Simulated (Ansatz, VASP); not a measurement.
## One calculation of Ga, two programs

The input INCAR:

```
SYSTEM = Ga
PREC = Accurate ; ENCUT = 500
EDIFF = 1E-6 ; ISMEAR = 0
SIGMA = 0.1 ; LREAL = .False.
LASPH = .True. ; NELM = 120
ALGO = Normal ; ISIF = 2
LWAVE = .False. ; LCHARG = .True.
GGA = PS ; LELF = .True.
LVHAR = .True. ; NBANDS = 20
GGA_COMPAT = .False.
```

Contents of KPOINTS:

```
Automatic mesh
0
Gamma
  6 6 4
  0 0 0
```

POSCAR

```
Ga
1.0
    3.0990847592      0.0000000000      0.0000000000
   -1.5495423796      2.6838861299      0.0000000000
    0.0000000000      0.0000000000      5.0299786901
Ga
2
Direct
    0.3333333333      0.6666666667      0.2500000000
    0.6666666667      0.3333333333      0.7500000000
```

Input for Ansatz:

```yaml
crystal:
  lattice:
    - [3.0990847592, 0.0, 0.0]
    - [-1.5495423796, 2.6838861299, 0.0]
    - [0.0, 0.0, 5.0299786901]
  atoms:
    - { symbol: Ga, position: [0.3333333333, 0.6666666667, 0.25] }
    - { symbol: Ga, position: [0.6666666667, 0.3333333333, 0.75] }
basis:
  ecutwfc: 420
kpoints:
  mp_grid: { grid: [6, 6, 4] }
hamiltonian:
  xc: pbesol
scf:
  occupations: { method: gaussian, width: 0.1 }
  lower_state_search: "off"
output:
  forces: true
  stress: true
  eigenvalues: true
```

Alike in both runs: task single point; functional PBEsol; k mesh 6 × 6 × 4; occupations gaussian, width 0.1 eV; no spin polarisation.

```csv
,VASP,Ansatz
version,VASP 6.6.1,Ansatz 0.2.0
potentials or method,"VASP PAW PBE potentials, release 64 (Ga_d), cutoff 500 eV","scalar-relativistic, plane waves, PAW"
valence electrons in the cell,26,26
```

```csv
,VASP,Ansatz,Ansatz less VASP
gap on the k mesh at the Fermi level (eV),none,none,-
pressure (GPa),-6.9,-6.9,-0.03
"traceless stress, the component that is largest in VASP (GPa)",0.20,0.20,-0.002
```

VASP's potentials were made for PBE, not for PBEsol. A gap of «none» marks a metal or a gap that the smearing closes. With one functional, cell and mesh, what is left measures potentials, basis and numerics.

The k mesh is coarse, so the values compare programs but aren't converged.
